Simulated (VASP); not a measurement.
# MoS2 (P-3m1) in VASP: single point with LDA

Aim: the single point of MoS2 with LDA.

All numbers are computed with VASP 6.6.1; they aren't measurements. Logs are shortened: lines on timing, memory, paths and dates and some standing lists are left out, and cuts for length are marked.

## (1) The cell of the first run

It takes space group P-3m1 (No. 164, trigonal). The conventional cell has a = 3.227 Å, b = 3.227 Å, c = 6.312 Å, α = 90.00°, β = 90.00°, γ = 120.00°. Within 3.3 Å of Mo (site symmetry -3m) lie 6 S at 2.42 Å and 6 Mo at 3.23 Å. Within 3.3 Å of S (site symmetry 3m) lie 3 Mo at 2.42 Å and 6 S at 3.23 Å.

## (2) Single point, LDA

INCAR reads:

```
SYSTEM = MoS2
ALGO = Normal ; EDIFF = 1E-7
ENCUT = 520 ; ISIF = 2
ISMEAR = -1 ; LASPH = .TRUE.
LCHARG = .FALSE. ; LREAL = .FALSE.
LWAVE = .FALSE. ; NBANDS = 20
NELM = 80 ; PREC = Accurate
SIGMA = 0.05
```

KPOINTS reads:

```
k-points
0
G
  10 10 5
  0 0 0
```

POSCAR reads:

```
MoS2
1.0
    3.2274600000      0.0000000000      0.0000000000
   -1.6137300000      2.7950700000      0.0000000000
    0.0000000000      0.0000000000      6.3124700000
Mo S
1 2
Direct
    0.0000000000      0.0000000000      0.5000000000
    0.3333333333      0.6666666667      0.2553200000
    0.6666666667      0.3333333333      0.7446800000
```

Potentials or basis: VASP PAW LDA potentials, release 64 (Mo_sv, S).

Launch:

```bash
cat potpaw_LDA.64/Mo_sv/POTCAR potpaw_LDA.64/S/POTCAR > POTCAR
mpirun -np 1 vasp_std > vasp.out
```

OUTCAR:

```text
SYSTEM = MoS2
   EDIFF = 1E-7
   ENCUT = 520
   ISIF = 2
   ISMEAR = -1
   LASPH = .TRUE.
   LREAL = .FALSE.
   NELM = 80
   PREC = Accurate

 ion  position               nearest neighbor table
   1  0.000  0.000  0.500-   2 2.42   3 2.42   3 2.42   2 2.42   3 2.42   2 2.42
   2  0.333  0.667  0.255-   1 2.42   1 2.42   1 2.42
   3  0.667  0.333  0.745-   1 2.42   1 2.42   1 2.42

  LATTYP: Found a hexagonal cell.
 ALAT       =     3.2274600000
 C/A-ratio  =     1.9558631246

  Lattice vectors:

 A1 = (   3.2274600000,   0.0000000000,   0.0000000000)
 A2 = (  -1.6137300000,   2.7950700000,   0.0000000000)
 A3 = (   0.0000000000,   0.0000000000,   6.3124700000)

Analysis of symmetry for initial positions (statically):
=====================================================================
 Subroutine PRICEL returns:
 Original cell was already a primitive cell.

 Routine SETGRP: Setting up the symmetry group for a
 hexagonal supercell.

 Subroutine GETGRP returns: Found 12 space group operations
 (whereof 12 operations were pure point group operations)
 out of a pool of 24 trial point group operations.

The static configuration has the point symmetry D_3d.

Analysis of symmetry for dynamics (positions and initial velocities):
=====================================================================
 Subroutine PRICEL returns:
 Original cell was already a primitive cell.

 Routine SETGRP: Setting up the symmetry group for a
 hexagonal supercell.

 Subroutine GETGRP returns: Found 12 space group operations
 (whereof 12 operations were pure point group operations)
 out of a pool of 24 trial point group operations.

The dynamic configuration has the point symmetry D_3d.

 Subroutine INISYM returns: Found 12 space group operations
 (whereof 12 operations are pure point group operations),
 and found     1 'primitive' translations

----------------------------------------------------------------------------------------

                                     Primitive cell

  volume of cell :      56.9446

  direct lattice vectors                    reciprocal lattice vectors
     3.227460000  0.000000000  0.000000000     0.309841175  0.178886396  0.000000000
    -1.613730000  2.795070000  0.000000000     0.000000000  0.357772793  0.000000000
     0.000000000  0.000000000  6.312470000     0.000000000  0.000000000  0.158416594

  length of vectors
     3.227460000  3.227466625  6.312470000     0.357773527  0.357772793  0.158416594

  position of ions in fractional coordinates (direct lattice)
     0.000000000  0.000000000  0.500000000
     0.333333333  0.666666667  0.255320000
     0.666666667  0.333333333  0.744680000

  ion indices of the primitive-cell ions
   primitive index   ion index
                 1           1
                 2           2
                 3           3

----------------------------------------------------------------------------------------

 KPOINTS: k-points

Automatic generation of k-mesh.
 Grid dimensions read from file:
 generate k-points for:   10   10    5

 Generating k-lattice:

  Cartesian coordinates                     Fractional coordinates (reciprocal lattice)
     0.030984118  0.017888640  0.000000000     0.100000000  0.000000000  0.000000000
     0.000000000  0.035777279  0.000000000     0.000000000  0.100000000  0.000000000
     0.000000000  0.000000000  0.031683319     0.000000000  0.000000000  0.200000000

  Length of vectors
     0.035777353  0.035777279  0.031683319

  Shift w.r.t. Gamma in fractional coordinates (k-lattice)
     0.000000000  0.000000000  0.000000000

 Subroutine IBZKPT returns following result:
 ===========================================

 Found     58 irreducible k-points:

 Following reciprocal coordinates:
            Coordinates               Weight
  0.000000  0.000000  0.000000      1.000000
  0.100000  0.000000  0.000000      6.000000
  0.200000  0.000000  0.000000      6.000000
  0.300000  0.000000  0.000000      6.000000
  0.400000  0.000000  0.000000      6.000000
  0.500000  0.000000  0.000000      3.000000
[... 16 lines left out ...]
  0.000000  0.400000  0.200000      6.000000
  0.500000  0.000000  0.200000      6.000000
 [... further k-points ...]
   k-points           NKPTS =     58   k-points in BZ     NKDIM =     58   number of bands    NBANDS=     20
   number of dos      NEDOS =    301   number of ions     NIONS =      3
   total plane-waves  NPLWV =  27648
   dimension x,y,z NGX =    24 NGY =   24 NGZ =   48
   dimension x,y,z NGXF=    48 NGYF=   48 NGZF=   96
   ions per type =               1   2
   NGX,Y,Z   is equivalent  to a cutoff of  12.36, 12.36, 12.64 a.u.
   NGXF,Y,Z  is equivalent  to a cutoff of  24.72, 24.72, 25.28 a.u.
 SYSTEM =  MoS2
   PREC   = accura    normal or accurate (medium, high low for compatibility)
   ISTART =      0    job   : 0-new  1-cont  2-samecut
   ICHARG =      2    charge: 1-file 2-atom 10-const
   ISPIN  =      1    spin polarized calculation?
   LNONCOLLINEAR =      F non collinear calculations
   LSORBIT =      F    spin-orbit coupling
   LASPH  =      T    aspherical Exc in radial PAW
   ENCUT  =  520.0 eV  38.22 Ry    6.18 a.u.   6.00  6.00 11.74*2*pi/ulx,y,z
   NELM   =     80;   NELMIN=  2; NELMDL= -5     # of ELM steps
   EDIFF  = 0.1E-06   stopping-criterion for ELM
   LREAL  =      F    real-space projection
   EDIFFG = 0.1E-05   stopping-criterion for IOM
   NSW    =      0    number of steps for IOM
   IBRION =     -1    ionic relax: 0-MD 1-quasi-New 2-CG
   NFREE  =      0    steps in history (QN), initial steepest desc. (CG)
   ISIF   =      2    stress and relaxation
   ISYM   =      2    0-nonsym 1-usesym 2-fastsym
   POTIM  = 0.5000    time-step for ionic-motion
   TEBEG  =    0.0;   TEEND  =   0.0 temperature during run
   PSTRESS=    0.0 pullay stress
   NELECT =      26.0000    total number of electrons
   NUPDOWN=      -1.0000    fix difference up-down
   EMIN   =  10.00;   EMAX   =-10.00  energy-range for DOS
   EFERMI =   0.00;   METHOD = LEGACY
   ISMEAR =    -1;   SIGMA  =   0.05  broadening in eV -4-tet -1-fermi 0-gaus
   EFERMI_NEDOS =   21; number of points for ismear=-14 and -15
   IALGO  =     38    algorithm
   IMIX   =      4    mixing-type and parameters
     AMIX     =   0.40;   BMIX     =  1.00
     AMIX_MAG =   1.60;   BMIX_MAG =  1.00
  volume/ion in A,a.u.               =      18.98       128.09
  Fermi-wavevector in a.u.,A,eV,Ry     =   1.260613  2.382212 21.621619  1.589144
  Thomas-Fermi vector in A             =   2.394113
   LORBIT       =      0    0 simple, 1 ext, 2 COOP (PROOUT), +10 PAW based schemes
   GGA     = CA    functional components
   LHFCALC =     F    Hartree Fock is set to
   AEXX    =    0.0000 exact exchange contribution
   IVDW    =     0    specifies the selected vdW correction
   LEPSILON=     F    determine dielectric tensor
   LRPA    =     F    only Hartree local field effects (RPA)
 non-spin polarized calculation
  energy-cutoff  :      520.00
  volume of cell :       56.94
 maximum number of plane-waves:      1556
   NGX = 13   NGY = 13   NGZ = 23

 number of electron      26.0000002 magnetization

 Free energy of the ion-electron system (eV)
  ---------------------------------------------------
  ext. energy  EPLUGINS =         0.00000000
  ---------------------------------------------------
  free energy    TOTEN  =       -23.55150245 eV

  energy without entropy =      -23.54322485  energy(sigma->0) =      -23.54736365

 E-fermi :   6.8027     XC(G=0): -10.7680

 val. band max:        6.7673496708   @ k =   0.2000   0.2000   0.4000
 cond. band min:       6.8818609118   @ k =   0.1000   0.0000   0.2000
 fundamental gap:      0.1145112410
 Fermi energy:         6.8026967804

 k-point     1 :       0.0000    0.0000    0.0000
  band No.  band energies     occupation
      1     -54.6719      2.00000
      2     -28.8989      2.00000
      3     -28.8641      2.00000
      4     -28.8641      2.00000
      5      -7.9977      2.00000
      6      -6.5293      2.00000
[... 12 lines left out ...]
     19      12.7703      0.00000
     20      16.3127      0.00000

 k-point     2 :       0.1000    0.0000    0.0000
  band No.  band energies     occupation
      1     -54.6688      2.00000
      2     -28.8965      2.00000
      3     -28.8925      2.00000
      4     -28.8715      2.00000
      5      -7.8463      2.00000
      6      -6.4980      2.00000
[... 12 lines left out ...]
     19      13.5194      0.00000
     20      15.8651      0.00000

 k-point     3 :       0.2000    0.0000    0.0000
  band No.  band energies     occupation
      1     -54.6607      2.00000
      2     -28.9802      2.00000
      3     -28.8908      2.00000
      4     -28.8760      2.00000
      5      -7.4248      2.00000
      6      -6.4112      2.00000
[... 12 lines left out ...]
     19      14.3988      0.00000
     20      15.5005      0.00000

 k-point     4 :       0.3000    0.0000    0.0000
  band No.  band energies     occupation
      1     -54.6507      2.00000
      2     -29.0822      2.00000
      3     -28.9146      2.00000
      4     -28.8555      2.00000
      5      -6.8568      2.00000
      6      -6.2667      2.00000
[... 12 lines left out ...]
     19      13.9565      0.00000
     20      14.5395      0.00000

 k-point     5 :       0.4000    0.0000    0.0000
  band No.  band energies     occupation
      1     -54.6426      2.00000
      2     -29.1635      2.00000
      3     -28.9337      2.00000
      4     -28.8388      2.00000
      5      -6.4742      2.00000
      6      -5.9571      2.00000
[... 12 lines left out ...]
     19      13.4237      0.00000
     20      14.5784      0.00000

 k-point     6 :       0.5000    0.0000    0.0000
  band No.  band energies     occupation
      1     -54.6395      2.00000
      2     -29.1943      2.00000
      3     -28.9410      2.00000
      4     -28.8324      2.00000
      5      -6.3949      2.00000
      6      -5.7244      2.00000
[... 12 lines left out ...]
     19      13.5461      0.00000
     20      15.0159      0.00000

 k-point     7 :       0.1000    0.1000    0.0000
  band No.  band energies     occupation
      1     -54.6632      2.00000
      2     -28.9520      2.00000
      3     -28.8878      2.00000
      4     -28.8806      2.00000
      5      -7.5588      2.00000
      6      -6.4395      2.00000
[... 12 lines left out ...]
     19      14.5651      0.00000
     20      15.6246      0.00000
[... 277 lines left out ...]
 k-point    20 :       0.3000    0.0000    0.2000
  band No.  band energies     occupation
      1     -54.6507      2.00000
      2     -29.0822      2.00000
      3     -28.9145      2.00000
      4     -28.8555      2.00000
      5      -6.8620      2.00000
      6      -6.2543      2.00000
[... 12 lines left out ...]
     19      13.5124      0.00000
     20      15.6889      0.00000

 k-point    21 :       0.0000    0.3000    0.2000
  band No.  band energies     occupation
      1     -54.6507      2.00000
      2     -29.0822      2.00000
      3     -28.9146      2.00000
      4     -28.8555      2.00000
      5      -6.7763      2.00000
      6      -6.3656      2.00000
[... 12 lines left out ...]
     19      14.4150      0.00000
     20      14.5048      0.00000

 k-point    22 :       0.4000    0.0000    0.2000
  band No.  band energies     occupation
      1     -54.6426      2.00000
      2     -29.1635      2.00000
      3     -28.9337      2.00000
      4     -28.8388      2.00000
      5      -6.5280      2.00000
      6      -5.8825      2.00000
[... 12 lines left out ...]
     19      13.0225      0.00000
     20      15.4745      0.00000

 k-point    23 :       0.0000    0.4000    0.2000
  band No.  band energies     occupation
      1     -54.6426      2.00000
      2     -29.1635      2.00000
      3     -28.9337      2.00000
      4     -28.8388      2.00000
      5      -6.4392      2.00000
      6      -6.0011      2.00000
[... 12 lines left out ...]
     19      13.3211      0.00000
     20      14.3372      0.00000

 k-point    24 :       0.5000    0.0000    0.2000
  band No.  band energies     occupation
      1     -54.6395      2.00000
      2     -29.1943      2.00000
      3     -28.9410      2.00000
      4     -28.8324      2.00000
      5      -6.4176      2.00000
      6      -5.6925      2.00000
[... 12 lines left out ...]
     19      13.0867      0.00000
     20      14.4018      0.00000

 [... further k-points ...]
[... 5 lines left out ...]
  --------------------------------------------------------------------------------------
  -------------------------------------------------------------------------------------
  Total       -2.4714225     -2.4714360     -1.2206508     -0.0000000      0.0000000      0.0000000
  in kB      -69.5351972    -69.5355778    -34.3438627     -0.0000000      0.0000000      0.0000000
  external PRESSURE =     -57.8048792 kB  Pullay stress =       0.0000000 kB

 VOLUME and BASIS-vectors are now :
 -----------------------------------------------------------------------------
  energy-cutoff  :      520.00
  volume of cell :       56.94
      direct lattice vectors                 reciprocal lattice vectors
     3.227460000  0.000000000  0.000000000     0.309841175  0.178886396  0.000000000
    -1.613730000  2.795070000  0.000000000     0.000000000  0.357772793  0.000000000
     0.000000000  0.000000000  6.312470000     0.000000000  0.000000000  0.158416594

 POSITION                                       TOTAL-FORCE (eV/Angst)
 -----------------------------------------------------------------------------------
      0.00000      0.00000      3.15624         0.000000      0.000000      0.000000
     -0.00000      1.86338      1.61170        -0.000000     -0.000000      0.140951
      1.61373      0.93169      4.70077         0.000000      0.000000     -0.140951
 -----------------------------------------------------------------------------------
    total drift:                                0.000000      0.000000      0.000000

  FREE ENERGIE OF THE ION-ELECTRON SYSTEM (eV)
  ---------------------------------------------------
  free  energy   TOTEN  =       -23.5515024521 eV

  energy  without entropy=      -23.5432248453  energy(sigma->0) =      -23.54736365
```

It took 64 s on 1 thread of Intel Xeon 8259CL, shared host; peak memory 0.19 GiB.

Results:

```
Free energy            : -23.5515 eV
Pressure               : -5.8 GPa
Largest force          : 0.141 eV/Å
Band gap on the k mesh : zero (bands 13 and 14 overlap by 0.75 eV)
```

Forces in eV/Å, atoms in the order of the input:
```
Mo   0.000  0.000  0.000
S    0.000  0.000  0.141
S    0.000  0.000 -0.141
```

Stress tensor (GPa, compression positive):
```
-6.95  0.00  0.00
 0.00 -6.95  0.00
 0.00  0.00 -3.43
```

Caveat: the cell stands under tension.
